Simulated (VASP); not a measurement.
# B: single point with PBE

Crystal: B.

```
B
1.0
    -1.89111    1.89111    0.78189
     1.89111   -1.89111    0.78189
     1.89111    1.89111   -0.78189
B
2
Direct
  0.62500 0.87500 0.75000
  0.37500 0.12500 0.25000
```

- Program: VASP 6.6.1
- Task: single point
- Functional: PBE
- Potentials or basis: VASP PAW PBE potentials, release 64 (B)
- Cutoff: 520 eV
- k mesh: 21 × 21 × 21
- Occupations: fermi-dirac, width 0.05 eV
- Spin: no spin polarisation
- Dipole correction: no
- k mesh for the DOS: 32 × 32 × 32
- Occupations for the DOS: tetrahedron
- Further INCAR settings: ALGO = Normal; EDIFF = 1e-06

```yaml
Valence_electrons_inside_the_program's_atomic_spheres: B 2.11
```

Levels at points of the mesh, in eV from the Fermi level:
```tsv
k point	band 1	band 2	band 3	band 4	band 5	band 6	band 7
(0.00, 0.00, 0.00)	-19.09	-5.52	-5.52	0.70	4.99	9.81	9.81
(0.50, 0.00, 0.00)	-8.32	-5.05	0.71	2.64	5.48	8.24	13.28
(0.50, 0.50, 0.00)	-14.94	-14.94	-0.67	-0.67	4.75	4.75	21.89
(0.50, 0.50, 0.50)	-11.64	-11.64	-9.70	-9.70	13.62	13.62	25.92
```

It took 91 s on 1 thread of Intel(R) Xeon(R) 6975P-C (Granite Rapids), with other jobs on the host, peak memory 0.38 GiB.
